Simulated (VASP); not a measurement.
# Li2O (Fm-3m) in VASP: a series of runs

The runs below take Li2O through single point, with LDA, PBEsol.

Program: VASP 6.6.1. These are calculated values, not measurements. Logs are shortened: lines on timing, memory, paths and dates and some standing lists are left out, and cuts for length are marked.

## Step 1: The cell of the first run

Symmetry: Fm-3m, No. 225, cubic system. Conventional cell: a = 4.644 Å, b = 4.644 Å, c = 4.644 Å, α = 90.00°, β = 90.00°, γ = 90.00°. Within 2.7 Å of Li (site symmetry -43m) lie 4 O at 2.01 Å and 6 Li at 2.32 Å. Within 2.7 Å of O (site symmetry m-3m) lie 8 Li at 2.01 Å.

## Step 2: Single point, LDA (strained)

INCAR

```
PREC = Accurate ; ENCUT = 750
EDIFF = 1E-6 ; ISMEAR = 0
SIGMA = 0.02 ; LREAL = False
LASPH = True ; NELM = 120
ALGO = Normal ; ISIF = 2
LWAVE = False ; LCHARG = True
GGA = CA ; LELF = True
LVHAR = True ; NBANDS = 13
GGA_COMPAT = False
```

KPOINTS

```
Automatic mesh
0
Gamma
  8 8 8
```

POSCAR

```
Li2O
1.0
    0.0000000000      2.3218096350      2.3218096350
    2.3218096350      0.0000000000      2.3218096350
    2.3218096350      2.3218096350      0.0000000000
Li O
2 1
Direct
    0.2500000000      0.2500000000      0.2500000000
    0.7500000000      0.7500000000      0.7500000000
    0.0000000000      0.0000000000      0.0000000000
```

Potentials or basis: VASP PAW LDA potentials, release 64 (Li_sv, O).

On the command line:

```sh
> cat potpaw_LDA.64/Li_sv/POTCAR potpaw_LDA.64/O/POTCAR > POTCAR
> mpirun -np 1 vasp_std > vasp.out
```

OUTCAR:

```text
PREC = Accurate
   ENCUT = 750
   EDIFF = 1E-6
   ISMEAR = 0
   LREAL = False
   LASPH = True
   NELM = 120
   ISIF = 2
   GGA = CA

 ion  position               nearest neighbor table
   1  0.250  0.250  0.250-   3 2.01   3 2.01   3 2.01   3 2.01   2 2.32   2 2.32   2 2.32   2 2.32
                             2 2.32   2 2.32
   2  0.750  0.750  0.750-   3 2.01   3 2.01   3 2.01   3 2.01   1 2.32   1 2.32   1 2.32   1 2.32
                             1 2.32   1 2.32
   3  0.000  0.000  0.000-   2 2.01   2 2.01   2 2.01   1 2.01   2 2.01   1 2.01   1 2.01   1 2.01

  LATTYP: Found a face centered cubic cell.
 ALAT       =     4.6436192700

  Lattice vectors:

 A1 = (   0.0000000000,   2.3218096350,   2.3218096350)
 A2 = (   2.3218096350,   0.0000000000,   2.3218096350)
 A3 = (   2.3218096350,   2.3218096350,   0.0000000000)

Analysis of symmetry for initial positions (statically):
=====================================================================
 Subroutine PRICEL returns:
 Original cell was already a primitive cell.

 Routine SETGRP: Setting up the symmetry group for a
 face centered cubic supercell.

 Subroutine GETGRP returns: Found 48 space group operations
 (whereof 48 operations were pure point group operations)
 out of a pool of 48 trial point group operations.

The static configuration has the point symmetry O_h .

Analysis of symmetry for dynamics (positions and initial velocities):
=====================================================================
 Subroutine PRICEL returns:
 Original cell was already a primitive cell.

 Routine SETGRP: Setting up the symmetry group for a
 face centered cubic supercell.

 Subroutine GETGRP returns: Found 48 space group operations
 (whereof 48 operations were pure point group operations)
 out of a pool of 48 trial point group operations.

The dynamic configuration has the point symmetry O_h .

 Subroutine INISYM returns: Found 48 space group operations
 (whereof 48 operations are pure point group operations),
 and found     1 'primitive' translations

----------------------------------------------------------------------------------------

                                     Primitive cell

  volume of cell :      25.0328

  direct lattice vectors                    reciprocal lattice vectors
     0.000000000  2.321809635  2.321809635    -0.215349266  0.215349266  0.215349266
     2.321809635  0.000000000  2.321809635     0.215349266 -0.215349266  0.215349266
     2.321809635  2.321809635  0.000000000     0.215349266  0.215349266 -0.215349266

  length of vectors
     3.283534675  3.283534675  3.283534675     0.372995870  0.372995870  0.372995870

[... 97 lines left out ...]
   ISMEAR =     0;   SIGMA  =   0.02  broadening in eV -4-tet -1-fermi 0-gaus
   EFERMI_NEDOS =   21; number of points for ismear=-14 and -15
   IALGO  =     38    algorithm
   IMIX   =      4    mixing-type and parameters
     AMIX     =   0.40;   BMIX     =  1.00
     AMIX_MAG =   1.60;   BMIX_MAG =  1.00
  volume/ion in A,a.u.               =       8.34        56.31
  Fermi-wavevector in a.u.,A,eV,Ry     =   1.281244  2.421201 22.335149  1.641587
  Thomas-Fermi vector in A             =   2.413625
   LORBIT       =      0    0 simple, 1 ext, 2 COOP (PROOUT), +10 PAW based schemes
   GGA     = CA    functional components
   LHFCALC =     F    Hartree Fock is set to
   AEXX    =    0.0000 exact exchange contribution
   IVDW    =     0    specifies the selected vdW correction
   LEPSILON=     F    determine dielectric tensor
   LRPA    =     F    only Hartree local field effects (RPA)
 non-spin polarized calculation
 Gauss-broadening in eV      SIGMA  =   0.02
  energy-cutoff  :      750.00
  volume of cell :       25.03
 maximum number of plane-waves:      1211
 NGX is ok and might be reduce to    30
   NGX = 15   NGY = 15   NGZ = 15

 number of electron      11.9999998 magnetization

 Free energy of the ion-electron system (eV)
  ---------------------------------------------------
  ext. energy  EPLUGINS =         0.00000000
  ---------------------------------------------------
  free energy    TOTEN  =       -15.70069461 eV

  energy without entropy =      -15.70069461  energy(sigma->0) =      -15.70069461

 E-fermi :   1.2449     XC(G=0): -10.1678

 val. band max:        1.0560245425   @ k =   0.0000   0.0000   0.0000
 cond. band min:       5.8306903487   @ k =   0.5000   0.5000   0.0000
 fundamental gap:      4.7746658062
 Fermi energy:         1.2449256673

 k-point     1 :       0.0000    0.0000    0.0000
  band No.  band energies     occupation
      1     -40.8553      2.00000
      2     -40.5046      2.00000
      3     -14.0227      2.00000
      4       1.0560      2.00000
      5       1.0560      2.00000
      6       1.0560      2.00000
      7       6.1897      0.00000
      8      12.5631      0.00000
      9      12.5631      0.00000
     10      12.5631      0.00000
     11      19.6235      0.00000
     12      19.6235      0.00000
     13      19.6235      0.00000
[... 354 lines left out ...]
  band No.  band energies     occupation
      1     -40.6634      2.00000
      2     -40.6628      2.00000
      3     -13.7724      2.00000
      4      -1.4087      2.00000
      5       0.0470      2.00000
      6       0.2378      2.00000
      7       8.7951      0.00000
      8      10.9843      0.00000
      9      13.7360      0.00000
     10      14.0951      0.00000
     11      18.1222      0.00000
     12      18.4593      0.00000
     13      23.5880      0.00000

 [... further k-points ...]

------------------------ aborting loop because EDIFF is reached ----------------------------------------

  FORCE on cell =-STRESS in cart. coord.  units (eV):
  Direction    XX          YY          ZZ          XY          YZ          ZX
  --------------------------------------------------------------------------------------
  -------------------------------------------------------------------------------------
  Total       -1.2298055     -1.2298055     -1.2298055      0.0000000      0.0000000     -0.0000000
  in kB      -78.7113160    -78.7113160    -78.7113160      0.0000000      0.0000000     -0.0000000
  external PRESSURE =     -78.7113160 kB  Pullay stress =       0.0000000 kB

 VOLUME and BASIS-vectors are now :
 -----------------------------------------------------------------------------
  energy-cutoff  :      750.00
  volume of cell :       25.03
      direct lattice vectors                 reciprocal lattice vectors
     0.000000000  2.321809635  2.321809635    -0.215349266  0.215349266  0.215349266
     2.321809635  0.000000000  2.321809635     0.215349266 -0.215349266  0.215349266
     2.321809635  2.321809635  0.000000000     0.215349266  0.215349266 -0.215349266

 POSITION                                       TOTAL-FORCE (eV/Angst)
 -----------------------------------------------------------------------------------
      1.16090      1.16090      1.16090        -0.000000     -0.000000      0.000000
      3.48271      3.48271      3.48271        -0.000000      0.000000     -0.000000
      0.00000      0.00000      0.00000         0.000000     -0.000000     -0.000000
 -----------------------------------------------------------------------------------
    total drift:                                0.000000     -0.000000      0.000000

  FREE ENERGIE OF THE ION-ELECTRON SYSTEM (eV)
  ---------------------------------------------------
  free  energy   TOTEN  =       -15.7006946071 eV

  energy  without entropy=      -15.7006946071  energy(sigma->0) =      -15.70069461
```

It took 32 s on 1 thread of Intel Xeon 8259CL, shared host; peak memory 0.14 GiB.

What came out:

```yaml
Free_energy: -15.7007 eV
Pressure: -7.9 GPa
Band_gap_on_the_k_mesh: 4.77 eV (least direct gap 5.13 eV)
```

Caveat: the cell differs from its parent crystal (strained); the cell stands under tension.

## Step 3: Single point, PBEsol (strained)

INCAR

```
  PREC = Accurate
  ENCUT = 750
  EDIFF = 1E-6
  ISMEAR = 0
  SIGMA = 0.02
  LREAL = False
  LASPH = True
  NELM = 120
  ALGO = Normal
  ISIF = 2
  LWAVE = False
  LCHARG = True
  GGA = PS
  LELF = True
  LVHAR = True
  NBANDS = 13
  GGA_COMPAT = False
```

KPOINTS is that of step 2.

POSCAR

```
Li2O
1.0
    0.0000000000      2.3281838550      2.3281838550
    2.3281838550      0.0000000000      2.3281838550
    2.3281838550      2.3281838550      0.0000000000
Li O
2 1
Direct
    0.2500000000      0.2500000000      0.2500000000
    0.7500000000      0.7500000000      0.7500000000
    0.0000000000      0.0000000000      0.0000000000
```

Potentials or basis: VASP PAW PBE potentials, release 64 (Li_sv, O).

On the command line:

```sh
> cat potpaw_PBE.64/Li_sv/POTCAR potpaw_PBE.64/O/POTCAR > POTCAR
> mpirun -np 1 vasp_std > vasp.out
```

OUTCAR:

```text
PREC = Accurate
   ENCUT = 750
   EDIFF = 1E-6
   ISMEAR = 0
   LREAL = False
   LASPH = True
   NELM = 120
   ISIF = 2
   GGA = PS

 ion  position               nearest neighbor table
   1  0.250  0.250  0.250-   3 2.02   3 2.02   3 2.02   3 2.02   2 2.33   2 2.33   2 2.33   2 2.33
                             2 2.33   2 2.33
   2  0.750  0.750  0.750-   3 2.02   3 2.02   3 2.02   3 2.02   1 2.33   1 2.33   1 2.33   1 2.33
                             1 2.33   1 2.33
   3  0.000  0.000  0.000-   2 2.02   2 2.02   2 2.02   1 2.02   2 2.02   1 2.02   1 2.02   1 2.02

  LATTYP: Found a face centered cubic cell.
 ALAT       =     4.6563677100

  Lattice vectors:

 A1 = (   0.0000000000,   2.3281838550,   2.3281838550)
 A2 = (   2.3281838550,   0.0000000000,   2.3281838550)
 A3 = (   2.3281838550,   2.3281838550,   0.0000000000)

Analysis of symmetry for initial positions (statically):
=====================================================================
 Subroutine PRICEL returns:
 Original cell was already a primitive cell.

 Routine SETGRP: Setting up the symmetry group for a
 face centered cubic supercell.

 Subroutine GETGRP returns: Found 48 space group operations
 (whereof 48 operations were pure point group operations)
 out of a pool of 48 trial point group operations.

The static configuration has the point symmetry O_h .

Analysis of symmetry for dynamics (positions and initial velocities):
=====================================================================
 Subroutine PRICEL returns:
 Original cell was already a primitive cell.

 Routine SETGRP: Setting up the symmetry group for a
 face centered cubic supercell.

 Subroutine GETGRP returns: Found 48 space group operations
 (whereof 48 operations were pure point group operations)
 out of a pool of 48 trial point group operations.

The dynamic configuration has the point symmetry O_h .

 Subroutine INISYM returns: Found 48 space group operations
 (whereof 48 operations are pure point group operations),
 and found     1 'primitive' translations

[... 130 lines left out ...]
  volume of cell :       25.24
 maximum number of plane-waves:      1243
 NGX is ok and might be reduce to    30
   NGX = 15   NGY = 15   NGZ = 15

 number of electron      11.9999997 magnetization

 Free energy of the ion-electron system (eV)
  ---------------------------------------------------
  ext. energy  EPLUGINS =         0.00000000
  ---------------------------------------------------
  free energy    TOTEN  =       -14.74498208 eV

  energy without entropy =      -14.74498208  energy(sigma->0) =      -14.74498208

 E-fermi :   1.2042     XC(G=0):  -9.8201

 val. band max:        1.0977402598   @ k =   0.0000   0.0000   0.0000
 cond. band min:       5.8783328564   @ k =   0.5000   0.5000   0.0000
 fundamental gap:      4.7805925966
 Fermi energy:         1.2041911730

 k-point     1 :       0.0000    0.0000    0.0000
  band No.  band energies     occupation
      1     -41.2162      2.00000
      2     -40.8919      2.00000
      3     -14.2179      2.00000
      4       1.0977      2.00000
      5       1.0977      2.00000
      6       1.0977      2.00000
      7       6.0813      0.00000
      8      12.7728      0.00000
      9      12.7728      0.00000
     10      12.7728      0.00000
     11      19.6864      0.00000
     12      19.6864      0.00000
     13      19.6864      0.00000
[... 354 lines left out ...]
  band No.  band energies     occupation
      1     -41.0391      2.00000
      2     -41.0385      2.00000
      3     -13.9637      2.00000
      4      -1.3427      2.00000
      5       0.1033      2.00000
      6       0.3029      2.00000
      7       8.8136      0.00000
      8      11.0408      0.00000
      9      13.8460      0.00000
     10      14.1726      0.00000
     11      18.2480      0.00000
     12      18.6128      0.00000
     13      23.5927      0.00000

 [... further k-points ...]

------------------------ aborting loop because EDIFF is reached ----------------------------------------

  FORCE on cell =-STRESS in cart. coord.  units (eV):
  Direction    XX          YY          ZZ          XY          YZ          ZX
  --------------------------------------------------------------------------------------
  -------------------------------------------------------------------------------------
  Total       -0.5867070     -0.5867070     -0.5867070      0.0000000      0.0000000     -0.0000000
  in kB      -37.2434587    -37.2434587    -37.2434587      0.0000000      0.0000000     -0.0000000
  external PRESSURE =     -37.2434587 kB  Pullay stress =       0.0000000 kB

 VOLUME and BASIS-vectors are now :
 -----------------------------------------------------------------------------
  energy-cutoff  :      750.00
  volume of cell :       25.24
      direct lattice vectors                 reciprocal lattice vectors
     0.000000000  2.328183855  2.328183855    -0.214759672  0.214759672  0.214759672
     2.328183855  0.000000000  2.328183855     0.214759672 -0.214759672  0.214759672
     2.328183855  2.328183855  0.000000000     0.214759672  0.214759672 -0.214759672

 POSITION                                       TOTAL-FORCE (eV/Angst)
 -----------------------------------------------------------------------------------
      1.16409      1.16409      1.16409         0.000000      0.000000      0.000000
      3.49228      3.49228      3.49228        -0.000000     -0.000000      0.000000
      0.00000      0.00000      0.00000        -0.000000     -0.000000     -0.000000
 -----------------------------------------------------------------------------------
    total drift:                                0.000000     -0.000000      0.000000

  FREE ENERGIE OF THE ION-ELECTRON SYSTEM (eV)
  ---------------------------------------------------
  free  energy   TOTEN  =       -14.7449820766 eV

  energy  without entropy=      -14.7449820766  energy(sigma->0) =      -14.74498208
```

Run time: 33 s. Hardware: 1 thread of Intel Xeon 8259CL, shared host; peak memory 0.16 GiB.

What came out:

| Property | Result |
| --- | --- |
| Free energy | -14.7450 eV |
| Pressure | -3.7 GPa |
| Band gap on the k mesh | 4.78 eV (least direct gap 4.98 eV) |

Caveat: the cell differs from its parent crystal (strained); the cell stands under tension; the PAW data sets were made with another functional, which shifts forces and pressure a little.
